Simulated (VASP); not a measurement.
A run of VASP 6.6.1 is set up as follows.

The input INCAR:

```
SYSTEM = Os
AGGAC = 1.0 ; AGGAX = 1.0
ALDAC = 0.0 ; ALDAX = 1.0
ALGO = Normal ; EDIFF = 1E-6
EDIFFG = -0.005 ; ENCUT = 600
GGA = B5 ; IBRION = 2
ISIF = 3 ; ISMEAR = -1
IVDW = 13 ; LASPH = .TRUE.
LCHARG = .FALSE. ; LREAL = .FALSE.
LWAVE = .FALSE. ; NELM = 60
NSW = 80 ; PREC = Accurate
SIGMA = 0.05 ; VDW_A1 = 0.44488865
VDW_A2 = 4.0933009 ; VDW_S6 = 1.0
VDW_S8 = 2.34076671
```

Contents of KPOINTS:

```
k-points
0
G
  11 11 6
  0 0 0
```

The input POSCAR:

```
Os
1.0
    2.7341000000      0.0000000000      0.0000000000
   -1.3670500000      2.3678000565      0.0000000000
    0.0000000000      0.0000000000      4.3197000000
Os
2
Direct
    0.6666666667      0.3333333333      0.7500000000
    0.3333333333      0.6666666667      0.2500000000
```

Potentials or basis: VASP PAW PBE potentials, release 64 (Os).

Launch:

```bash
$ cat potpaw_PBE.64/Os/POTCAR > POTCAR
$ mpirun -np 1 vasp_std > vasp.out
```

Task: What does it give for the dispersion energy per atom?

Result: -1.293 eV.

Task: Predict the relaxed volume.

Result: 14.47 Å³/atom.

Task: What does it give for the space group after relaxing (to 0.05 Å)?

Result: P6_3/mmc (No. 194).

Step by step:
| step | energy change (eV) | largest force (eV/Å) | pressure (GPa) | volume (Å³) |
| --- | --- | --- | --- | --- |
| 1 | 0.0000 | 0.0000 | 14.65 | 27.96 |
| 2 | 0.6008 | 0.0000 | -39.33 | 33.47 |
| 3 | -0.0430 | 0.0000 | -0.94 | 29.01 |
| 4 | -0.0433 | 0.0000 | -0.05 | 28.95 |
| 5 | -0.0432 | 0.0000 | 0.22 | 28.93 |
| 6 | -0.0433 | 0.0000 | 0.19 | 28.93 |
| 7 | -0.0433 | 0.0000 | 0.22 | 28.93 |
| 8 | -0.0432 | 0.0000 | -0.63 | 28.99 |
| 9 | -0.0433 | 0.0000 | 0.02 | 28.94 |

Caveat: the PAW data sets were made with another functional, which shifts forces and pressure a little; pairwise dispersion overbinds metals, which lowers pressure and volume. Zero-point motion and thermal expansion aren't in these numbers.
